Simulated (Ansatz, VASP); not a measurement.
**One calculation of CuO, two programs**

```
CELL_PARAMETERS angstrom
3.35219 0.00000 0.00000
0.00000 3.35219 0.00000
0.00000 0.00000 4.17349
ATOMIC_POSITIONS crystal
Cu 0.00000 0.50000 0.00000
Cu 0.50000 0.00000 0.50000
O 0.00000 0.00000 0.25000
O 0.00000 0.00000 0.75000
```

Alike in both runs: task single point; functional RPBE; k mesh 8 × 8 × 6; occupations fermi-dirac, width 0.05 eV; no spin polarisation.

|  | VASP | Ansatz |
| --- | --- | --- |
| version | VASP 6.6.1 | Ansatz 0.2.0 |
| potentials or method | VASP PAW PBE potentials, release 64 (Cu, O) | Ansatz PAW |
| plane-wave cutoff (eV) | 520 | 420 |
| valence electrons in the cell | 34 | 50 |

VASP gave:

```
gap on the k mesh at the Fermi level (eV)                     : none
pressure (GPa)                                                : 10.6
traceless stress, the component that is largest in VASP (GPa) : 27.84
```

Question: What did Ansatz give for the same quantities?

Answer: gap on the k mesh at the Fermi level (eV): none; pressure (GPa): 10.0; traceless stress, the component that is largest in VASP (GPa): 28.36.

VASP's potentials were made for PBE, not for RPBE. A gap of «none» marks a metal or a gap that the smearing closes. VASP's potentials hold 34 valence electrons a cell and Ansatz's 50, so a difference there can come from the potentials and not from the codes.
